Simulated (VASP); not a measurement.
Runs of VASP 6.6.1 on AlNi. The structure is that of space group C2/m (No. 12), or close to it. The cells are those of the table. 

```tsv
level	potentials or basis	cell	gap on the mesh (eV)	pressure (GPa)	moment (μB)
LDA	VASP PAW LDA potentials, release 64 (Ni, Al)	a = 2.690, b = 2.690, c = 4.111 Å, angles 106.4, 106.4, 62.4°, 2 atoms	none	(b)	0.00
PBEsol	VASP PAW PBE potentials, release 64 (Ni, Al)	a = 2.690, b = 2.690, c = 4.111 Å, angles 106.4, 106.4, 62.4°, 2 atoms	none	-3.0	0.00
PBE	VASP PAW PBE potentials, release 64 (Ni, Al)	a = 2.672, b = 2.672, c = 4.083 Å, angles 106.4, 106.4, 62.4°, 2 atoms	none	5.4	0.00
PBEsol	VASP PAW PBE potentials, release 64 (Ni, Al)	a = 2.672, b = 2.672, c = 4.083 Å, angles 106.4, 106.4, 62.4°, 2 atoms	none	0.3	0.00
PBE	VASP PAW PBE potentials, release 64 (Ni, Al)	a = 2.635, b = 2.635, c = 4.027 Å, angles 106.4, 106.4, 62.4°, 2 atoms	none	12.7	0.00
r2SCAN	VASP PAW PBE potentials, release 64 (Ni, Al)	a = 2.708, b = 2.708, c = 4.138 Å, angles 106.4, 106.4, 62.4°, 2 atoms	none	(c)	0.00
PBE	VASP PAW PBE potentials, release 64 (Ni, Al)	a = 2.690, b = 2.690, c = 4.111 Å, angles 106.4, 106.4, 62.4°, 2 atoms	none	2.5	0.00
LDA	VASP PAW LDA potentials, release 64 (Ni, Al)	a = 2.672, b = 2.672, c = 4.083 Å, angles 106.4, 106.4, 62.4°, 2 atoms	none	(a)	0.00
```

Alike in all rows: task single point; spin collinear, ferromagnetic start; k mesh 11 × 11 × 7; cutoff (eV) 520; smearing fermi-dirac 0.05 eV.

Question: Estimate the missing entries.

Answer: (a) -4.6; (b) -7.7; (c) -5.8.

Caveats: the cell stands under tension (at least some runs); the PAW data sets were made with another functional, which shifts forces and pressure a little (at least some runs); the cell stands under pressure (at least some runs).

A gap of «none» marks levels without a gap at the run's occupations.
